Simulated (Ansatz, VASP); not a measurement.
**One calculation of AlN, two programs**

```
Al N
1.0
     3.45248    0.00000    0.00000
    -1.72624    2.98994    0.00000
     0.00000    0.00000    4.36503
Al N
2 2
Direct
  0.33333 0.66667 0.75000
  0.66667 0.33333 0.25000
  0.33333 0.66667 0.25000
  0.66667 0.33333 0.75000
```

Alike in both runs: task single point; functional r2SCAN; k mesh 9 × 9 × 6; occupations gaussian, width 0.02 eV; no spin polarisation.

```csv
,VASP,Ansatz
version,VASP 6.6.1,Ansatz 0.2.0
potentials or method,"VASP PAW PBE potentials, release 64 (Al, N), cutoff 520 eV","scalar-relativistic, plane waves, PAW"
valence electrons in the cell,16,16
```

|  | VASP | Ansatz | Ansatz less VASP |
| --- | --- | --- | --- |
| gap on the k mesh at the Fermi level (eV) | 2.88 | 2.85 | -0.027 |
| least direct gap on the mesh (eV) | 2.88 | 2.85 | -0.027 |
| pressure (GPa) | -25.5 | -25.1 | +0.42 |
| traceless stress, the component that is largest in VASP (GPa) | 2.66 | 2.78 | +0.121 |

VASP's potentials were made for PBE, not for r2SCAN. The functional is the same, so the differences come from potentials, cutoffs and numerics.
